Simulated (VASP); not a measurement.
A run of VASP 6.6.1 is set up as follows.

The input INCAR:

```
  PREC = Accurate
  ENCUT = 520
  EDIFF = 1E-6
  ISMEAR = 0
  SIGMA = 0.15
  LREAL = F
  LASPH = T
  NELM = 60
  ALGO = Normal
  ISIF = 2
  LWAVE = F
  LCHARG = F
  GGA = PE
  NBANDS = 11
```

KPOINTS

```
regular mesh
0
Gamma
  20 20 20
```

File POSCAR:

```
Pd
1.0
    0.0000000000      1.7893080000      2.0226960000
    1.7893080000      0.0000000000      2.0226960000
    1.7893080000      1.7893080000      0.0000000000
Pd
1
Direct
    0.0000000000      0.0000000000      0.0000000000
```

Potentials or basis: VASP PAW PBE potentials, release 64 (Pd).

Launch:

```console
$ cat potpaw_PBE.64/Pd/POTCAR > POTCAR
$ mpirun -np 1 vasp_std > vasp.out
```

(1) What does it give for the band gap on the k mesh?

(2) What does it give for the pressure?

Answers

(1) zero (band 5 reaches 13.13 eV, above the bottom of band 6 at 10.64 eV).

(2) 46.0 GPa.

Caveat: the cell differs from its parent crystal (strain -0.080 along x and y, +0.040 along z).
